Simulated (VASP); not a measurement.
# CdSe (R3m) in VASP: notebook, part 2 of 2

VASP 6.6.1.

**3. Single point, PBEsol (31.13 Å³/atom)**

Contents of INCAR:

```
SYSTEM = CdSe
ALGO = Normal
EDIFF = 1E-6
ENCUT = 520
GGA = PS
ISIF = 2
ISMEAR = 0
LASPH = .TRUE.
LCHARG = .FALSE.
LREAL = .FALSE.
LWAVE = .FALSE.
NBANDS = 16
NELM = 100
PREC = Accurate
SIGMA = 0.05
```

Contents of KPOINTS:

```
k-points
0
G
  10 10 10
  0 0 0
```

Contents of POSCAR:

```
CdSe
1.0
    0.0000000000      3.0218227885      3.0218227885
    3.0218227885      0.0000000000      3.0218227885
    3.2800879095      3.2800879095     -0.2582651210
Cd Se
1 1
Direct
    0.0000000000      0.0000000000      0.0000000000
    0.7500000000      0.7500000000      0.7500000000
```

Potentials or basis: VASP PAW PBE potentials, release 64 (Cd, Se).

Run with:

```console
$ cat potpaw_PBE.64/Cd/POTCAR potpaw_PBE.64/Se/POTCAR > POTCAR
$ mpirun -np 1 vasp_std > vasp.out
```

OUTCAR:

```text
SYSTEM = CdSe
   EDIFF = 1E-6
   ENCUT = 520
   GGA = PS
   ISIF = 2
   ISMEAR = 0
   LASPH = .TRUE.
   LREAL = .FALSE.
   NELM = 100
   PREC = Accurate

 ion  position               nearest neighbor table
   1  0.000  0.000  0.000-   2 2.66   2 2.66   2 2.66   2 2.95
   2  0.750  0.750  0.750-   1 2.66   1 2.66   1 2.66   1 2.95

  LATTYP: Found a trigonal (rhomboedric) cell.
 ALAT       =     4.6459287834
 COS(alpha) =     0.5769488427

  Lattice vectors:

 A1 = (   3.2800879095,   0.2582651210,  -3.2800879095)
 A2 = (   0.2582651210,   3.2800879095,  -3.2800879095)
 A3 = (   3.2800879095,   3.2800879095,  -0.2582651210)

Analysis of symmetry for initial positions (statically):
=====================================================================
 Subroutine PRICEL returns:
 Original cell was already a primitive cell.

 Routine SETGRP: Setting up the symmetry group for a
 trigonal (rhombohedral) supercell.

 Subroutine GETGRP returns: Found  6 space group operations
 (whereof  6 operations were pure point group operations)
[... 157 lines left out ...]
  ---------------------------------------------------
  ext. energy  EPLUGINS =         0.00000000
  ---------------------------------------------------
  free energy    TOTEN  =        -6.00358911 eV

  energy without entropy =       -6.00358908  energy(sigma->0) =       -6.00358909

 E-fermi :   0.3398     XC(G=0):  -8.6377

 val. band max:        0.1970294626   @ k =   0.0000   0.0000   0.0000
 cond. band min:       0.4765956487   @ k =   0.0000   0.0000   0.0000
 fundamental gap:      0.2795661861
 Fermi energy:         0.3397668788

 k-point     1 :       0.0000    0.0000    0.0000
  band No.  band energies     occupation
      1     -12.0749      2.00000
      2      -7.6100      2.00000
      3      -7.6100      2.00000
      4      -7.5239      2.00000
      5      -7.2933      2.00000
      6      -7.2933      2.00000
[... 433 lines left out ...]
      3      -7.4055      2.00000
      4      -7.3807      2.00000
      5      -7.2602      2.00000
      6      -7.1492      2.00000
[... 8 lines left out ...]
     15      11.7554      0.00000
     16      12.8103      0.00000

 [... further k-points ...]
[... 5 lines left out ...]
  --------------------------------------------------------------------------------------
  -------------------------------------------------------------------------------------
  Total       -1.1855194     -1.1855194     -1.1855194     -0.7599148      0.7599148      0.7599148
  in kB      -30.5067661    -30.5067661    -30.5067661    -19.5547559     19.5547559     19.5547559
  external PRESSURE =     -30.5067661 kB  Pullay stress =       0.0000000 kB

 VOLUME and BASIS-vectors are now :
 -----------------------------------------------------------------------------
  energy-cutoff  :      520.00
  volume of cell :       62.26
      direct lattice vectors                 reciprocal lattice vectors
     0.000000000  3.021822789  3.021822789    -0.159195728  0.171730362  0.159195728
     3.021822789  0.000000000  3.021822789     0.171730362 -0.159195728  0.159195728
     3.280087910  3.280087910 -0.258265121     0.146661093  0.146661093 -0.146661093

 POSITION                                       TOTAL-FORCE (eV/Angst)
 -----------------------------------------------------------------------------------
      0.00000      0.00000      0.00000         0.111138      0.111138     -0.111138
      4.72643      4.72643      4.33904        -0.111138     -0.111138      0.111138
 -----------------------------------------------------------------------------------
    total drift:                                0.000465      0.000465     -0.000463

  FREE ENERGIE OF THE ION-ELECTRON SYSTEM (eV)
  ---------------------------------------------------
  free  energy   TOTEN  =        -6.0035891088 eV

  energy  without entropy=       -6.0035890766  energy(sigma->0) =       -6.00358909
```

stdout:

```text
POSCAR found type information on POSCAR CdSe
 POSCAR found :  2 types and       2 ions
 scaLAPACK will be used
 -----------------------------------------------------------------------------
|                                                                             |
|                                                                             |
|     You enforced a specific xc type in the INCAR file but a different       |
|     I HOPE YOU KNOW WHAT YOU ARE DOING!                                     |
|                                                                             |
 -----------------------------------------------------------------------------

 LDA part: xc-table for (Slater+PW92), standard interpolation
 POSCAR, INCAR and KPOINTS ok, starting setup
 FFT: planning ... GRIDC
 FFT: planning ... GRID_SOFT
 FFT: planning ... GRID
 WAVECAR not read
 entering main loop
```

It took 2.1 min on 1 thread of Intel Xeon 8259CL, shared host; peak memory 0.27 GiB.

What came out:

```
Free energy            : -6.0036 eV
Pressure               : -3.1 GPa
Largest force          : 0.192 eV/Å
Band gap on the k mesh : 0.28 eV
```

Forces on the atoms (eV/Å):
```
Cd   0.111  0.111 -0.111
Se  -0.111 -0.111  0.111
```

Caveat: the cell stands under tension; the PAW data sets were made with another functional, which shifts forces and pressure a little.

**4. Single point, PBEsol (31.13 Å³/atom)**

Contents of INCAR:

```
SYSTEM = CdSe
PREC     = Accurate       ! precision mode
ENCUT    = 520            ! plane-wave cutoff, eV
EDIFF    = 1E-6           ! SCF threshold, eV
ISMEAR   = 0              ! smearing method
SIGMA    = 0.05           ! smearing width, eV
LREAL    = .FALSE.        ! projectors in reciprocal space
LASPH    = .TRUE.         ! aspherical terms in the spheres
NELM     = 80             ! most SCF steps
ALGO     = Normal         ! electronic algorithm
ISIF     = 2              ! what is computed and relaxed
LWAVE    = .FALSE.        ! write WAVECAR
LCHARG   = .FALSE.        ! write CHGCAR
GGA      = PS             ! functional
NBANDS   = 16             ! bands
```

Contents of KPOINTS:

```
Automatic mesh
0
G
  10 10 10
  0 0 0
```

Contents of POSCAR:

```
CdSe
1.0
    0.0000000000      3.0626309428      3.0626309428
    3.0626309428      0.0000000000      3.0626309428
    3.2335257494      3.2335257494     -0.1708948066
Cd Se
1 1
Direct
    0.0000000000      0.0000000000      0.0000000000
    0.7500000000      0.7500000000      0.7500000000
```

Run with:

```console
$ cat potpaw_PBE.64/Cd/POTCAR potpaw_PBE.64/Se/POTCAR > POTCAR
$ mpirun -np 1 vasp_std > vasp.out
```

Run time: 1.7 min. Hardware: 1 thread of Intel Xeon 8259CL, shared host; peak memory 0.27 GiB.

The run converged. Its results:

```yaml
Free_energy: -6.0561 eV
Pressure: -3.5 GPa
Largest_force: 0.171 eV/Å
Band_gap_on_the_k_mesh: 0.28 eV
```

Forces in eV/Å, atoms in the order of the input:
```
Cd   0.099  0.099 -0.099
Se  -0.099 -0.099  0.099
```

Stress tensor (GPa, compression positive):
```
-3.53 -1.39  1.39
-1.39 -3.53  1.39
 1.39  1.39 -3.53
```

Levels at points of the mesh, in eV from the valence-band top:
```csv
k point,band 6,band 7,band 8,band 9,band 10,band 11,band 12,band 13
"(0.00, 0.00, 0.00)",-7.42,-0.34,0.00,0.00,0.28,5.25,6.08,6.08
"(0.50, 0.00, 0.00)",-7.18,-3.99,-0.80,-0.74,1.99,5.88,6.46,7.01
"(0.50, 0.50, 0.00)",-7.15,-3.78,-1.77,-1.46,2.98,3.60,8.19,9.53
"(0.00, 0.00, 0.50)",-7.26,-3.92,-0.48,-0.48,2.35,6.50,6.54,6.54
```

Caveat: the cell stands under tension; the PAW data sets were made with another functional, which shifts forces and pressure a little.

**5. Overview**

```tsv
cell	gap on the mesh (eV)	pressure (GPa)	largest force (eV/Å)
a = 4.631, b = 4.631, c = 4.288 Å, angles 57.3, 57.3, 60.0°, 2 atoms	0.48	-2.8	0.82
a = 4.274, b = 4.274, c = 4.646 Å, angles 62.6, 62.6, 60.0°, 2 atoms	0.28	-3.1	0.19
a = 4.331, b = 4.331, c = 4.576 Å, angles 61.8, 61.8, 60.0°, 2 atoms	0.28	-3.5	0.17
```

Alike in all rows: task single point; level PBEsol; potentials or basis VASP PAW PBE potentials, release 64 (Cd, Se); no spin polarisation; k mesh 10 × 10 × 10; cutoff (eV) 520; smearing gaussian 0.05 eV.

Caveats: the PAW data sets were made with another functional, which shifts forces and pressure a little; the cell stands under tension (at least some runs).

Absolute energies hang on the potentials; compare differences alone.
